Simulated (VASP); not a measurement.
Wanted: the native input for a VASP 6.6.1 run.

```
Task                   : single point
Functional             : PBE
Potentials or basis    : VASP PAW PBE potentials, release 64 (Tl_d, Cl)
Cutoff                 : 500 eV
k mesh                 : 8 × 8 × 8
Occupations            : fermi-dirac, width 0.02 eV
Spin                   : no spin polarisation
Dipole correction      : no
Further INCAR settings : ALGO = Normal; EDIFF = 1e-06; NBANDS = 17
```

The structure of TlCl lies in POSCAR:

```
TlCl
1.0
    3.8844531542      0.0000000000      0.0000000000
    0.0000000000      3.8844531542      0.0000000000
    0.0000000000      0.0000000000      3.8844531542
Tl Cl
1 1
Direct
    0.0000000000      0.0000000000      0.0000000000
    0.5000000000      0.5000000000      0.5000000000
```

This cell differs from its parent crystal: volume scaled by 1.04.

One way to write it, as run:

INCAR

```
ALGO = Normal ; EDIFF = 1E-6
ENCUT = 500 ; GGA = PE
GGA_COMPAT = F ; ISIF = 2
ISMEAR = -1 ; LASPH = T
LCHARG = F ; LREAL = F
LWAVE = F ; NBANDS = 17
NELM = 120 ; PREC = Accurate
SIGMA = 0.02
```

KPOINTS

```
k-points
0
Gamma
  8 8 8
```

Potentials or basis: VASP PAW PBE potentials, release 64 (Tl_d, Cl).

Command:

```bash
$ cat potpaw_PBE.64/Tl_d/POTCAR potpaw_PBE.64/Cl/POTCAR > POTCAR
$ mpirun -np 1 vasp_std > vasp.out
```

Results of the run:

```json
{
  "Pressure": "0.2 GPa",
  "Band gap on the k mesh": "2.18 eV, direct"
}
```

Caveat: spin-orbit coupling is left out, which moves the levels of the heavy elements.

It used 27 s of CPU time on 1 thread of AMD EPYC 7R13 Processor (Zen 3), on a shared host.
